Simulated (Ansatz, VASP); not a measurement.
## Si2Ni in VASP and in Ansatz

INCAR

```
SYSTEM = Si2Ni
PREC = Accurate
ENCUT = 520
EDIFF = 1E-6
ISMEAR = 0
SIGMA = 0.1
LREAL = .FALSE.
LASPH = .TRUE.
NELM = 60
ALGO = Normal
ISIF = 2
LWAVE = .FALSE.
LCHARG = .FALSE.
GGA = PE
NBANDS = 16
```

Contents of KPOINTS:

```
Automatic mesh
0
G
  14 14 14
  0 0 0
```

POSCAR

```
Si2Ni
1.0
    0.0000000000      2.6959208071      2.6959208071
    2.6959208071      0.0000000000      2.6959208071
    2.6959208071      2.6959208071      0.0000000000
Si Ni
2 1
Direct
    0.2500000000      0.2500000000      0.2500000000
    0.7500000000      0.7500000000      0.7500000000
    0.0000000000      0.0000000000      0.0000000000
```

Input for Ansatz:

```yaml
crystal:
  lattice:
    - [0.0, 2.6959208071, 2.6959208071]
    - [2.6959208071, 0.0, 2.6959208071]
    - [2.6959208071, 2.6959208071, 0.0]
  atoms:
    - { symbol: Si, position: [0.25, 0.25, 0.25] }
    - { symbol: Si, position: [0.75, 0.75, 0.75] }
    - { symbol: Ni, position: [0.0, 0.0, 0.0] }
basis:
  ecutwfc: 420
kpoints:
  mp_grid: { grid: [14, 14, 14] }
hamiltonian:
  xc: pbe
scf:
  occupations: { method: gaussian, width: 0.1 }
output:
  forces: true
  stress: true
  eigenvalues: true
```

Alike in both runs: task single point; functional PBE; k mesh 14 × 14 × 14; occupations gaussian, width 0.1 eV; no spin polarisation.

|  | VASP | Ansatz |
| --- | --- | --- |
| version | VASP 6.6.1 | Ansatz 0.2.0 |
| potentials or method | VASP PAW PBE potentials, release 64 (Si, Ni), cutoff 520 eV | scalar-relativistic, plane waves, PAW |
| valence electrons in the cell | 18 | 26 |

Ansatz gave:

```
gap on the k mesh at the Fermi level (eV) : none
pressure (GPa)                            : 4.7
```

Problem. Estimate VASP's values.

Solution. gap on the k mesh at the Fermi level (eV): none; pressure (GPa): 4.6.

A gap of «none» marks a metal or a gap that the smearing closes. The functional is the same, so the differences come from potentials, cutoffs and numerics. VASP's potentials hold 18 valence electrons a cell and Ansatz's 26, so a difference there can come from the potentials and not from the codes.
